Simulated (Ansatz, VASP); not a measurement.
**MgS in VASP and in Ansatz**

POSCAR

```
MgS
1.0
    0.0000000000      2.6016500000      2.7057160000
    2.6016500000      0.0000000000      2.7057160000
    2.6016500000      2.6016500000      0.0000000000
Mg S
1 1
Direct
    0.0000000000      0.0000000000      0.0000000000
    0.5000000000      0.5000000000      0.5000000000
```

The input INCAR.step1:

```
SYSTEM = MgS
ALGO = Normal
EDIFF = 1E-4
ENCUT = 520
GGA = PE
ISMEAR = 0
LASPH = .True.
LCHARG = .False.
LREAL = .False.
LWAVE = .True.
NBANDS = 11
NELM = 60
PREC = Accurate
SIGMA = 0.05
```

The input INCAR.step2:

```
SYSTEM = MgS
ALGO = Normal
EDIFF = 1E-7
ENCUT = 520
ISIF = 2
ISMEAR = 0
ISTART = 1
LASPH = .True.
LCHARG = .False.
LMIXTAU = .True.
LREAL = .False.
LWAVE = .False.
METAGGA = R2SCAN
NBANDS = 11
NELM = 60
PREC = Accurate
SIGMA = 0.05
```

File KPOINTS:

```
k-points
0
Gamma
  8 8 8
  0 0 0
```

Input for Ansatz:

```yaml
crystal:
  lattice:
    - [0.0, 2.60165, 2.705716]
    - [2.60165, 0.0, 2.705716]
    - [2.60165, 2.60165, 0.0]
  atoms:
    - { symbol: Mg, position: [0.0, 0.0, 0.0] }
    - { symbol: S, position: [0.5, 0.5, 0.5] }
basis:
  ecutwfc: 500
kpoints:
  mp_grid: { grid: [8, 8, 8] }
hamiltonian:
  xc: r2scan
scf:
  occupations: { method: gaussian, width: 0.05 }
output:
  forces: true
  stress: true
  eigenvalues: true
```

Change from the starting cell: strain +0.000 along x and y, +0.040 along z, atoms carried along.

Alike in both runs: task single point; functional r2SCAN; k mesh 8 × 8 × 8; occupations gaussian, width 0.05 eV; no spin polarisation.

|  | VASP | Ansatz |
| --- | --- | --- |
| version | VASP 6.6.1 | Ansatz 0.2.0 |
| potentials or method | VASP PAW PBE potentials, release 64 (Mg, S), cutoff 520 eV | scalar-relativistic, plane waves, PAW |
| valence electrons in the cell | 8 | 16 |

```tsv
	VASP	Ansatz	Ansatz less VASP
gap on the k mesh at the Fermi level (eV)	3.19	3.22	+0.031
least direct gap on the mesh (eV)	4.19	4.22	+0.027
pressure (GPa)	-3.1	-2.7	+0.44
traceless stress, the component that is largest in VASP (GPa)	-2.04	-2.09	-0.052
```

VASP's potentials were made for PBE, not for r2SCAN. VASP's potentials hold 8 valence electrons a cell and Ansatz's 16, so a difference there can come from the potentials and not from the codes.
